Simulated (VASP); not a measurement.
Input of a VASP 6.6.1 run:

The input INCAR:

```
PREC = Accurate
ENCUT = 520
EDIFF = 1E-7
ISMEAR = 0
SIGMA = 0.02
LREAL = False
LASPH = True
NELM = 80
ALGO = Normal
ISIF = 2
LWAVE = False
LCHARG = False
GGA = PE
NBANDS = 66
```

Contents of KPOINTS:

```
regular mesh
0
Gamma
  6 6 2
```

File POSCAR:

```
Cd3SeS2
1.0
    4.2570224386      0.0000000000      0.0000000000
   -2.1285112193      3.6866895763      0.0000000000
    0.0000000000      0.0000000000     20.8231222513
Cd Se S
6 2 4
Direct
    0.6666666667      0.3333333333      0.9997847150
    0.6666666667      0.3333333333      0.3380024472
    0.6666666667      0.3333333333      0.6617888584
    0.3333333333      0.6666666667      0.1617888584
    0.3333333333      0.6666666667      0.4997847150
    0.3333333333      0.6666666667      0.8380024472
    0.6666666667      0.3333333333      0.7907641440
    0.3333333333      0.6666666667      0.2907641440
    0.6666666667      0.3333333333      0.1233557794
    0.6666666667      0.3333333333      0.4613040559
    0.3333333333      0.6666666667      0.6233557794
    0.3333333333      0.6666666667      0.9613040559
```

Potentials or basis: VASP PAW PBE potentials, release 64 (Cd, Se, S).

Command:

```sh
$ cat potpaw_PBE.64/Cd/POTCAR potpaw_PBE.64/Se/POTCAR potpaw_PBE.64/S/POTCAR > POTCAR
$ mpirun -np 1 vasp_std > vasp.out
```

Problem. Predict the pressure.

Solution. 0.3 GPa.

Problem. Predict the largest force.

Solution. 0.006 eV/Å.

Problem. Estimate the band gap on the k mesh.

Solution. 0.73 eV, direct.

Forces on the atoms (eV/Å):
```
Cd   0.000  0.000 -0.003
Cd   0.000  0.000  0.000
Cd   0.000  0.000  0.001
Cd   0.000  0.000  0.001
Cd   0.000  0.000 -0.003
Cd   0.000  0.000  0.000
Se   0.000  0.000 -0.005
Se   0.000  0.000 -0.005
S    0.000  0.000  0.006
S    0.000  0.000  0.002
S    0.000  0.000  0.006
S    0.000  0.000  0.002
```

A hybrid or GW would open this gap; PBE tends to underestimate it.
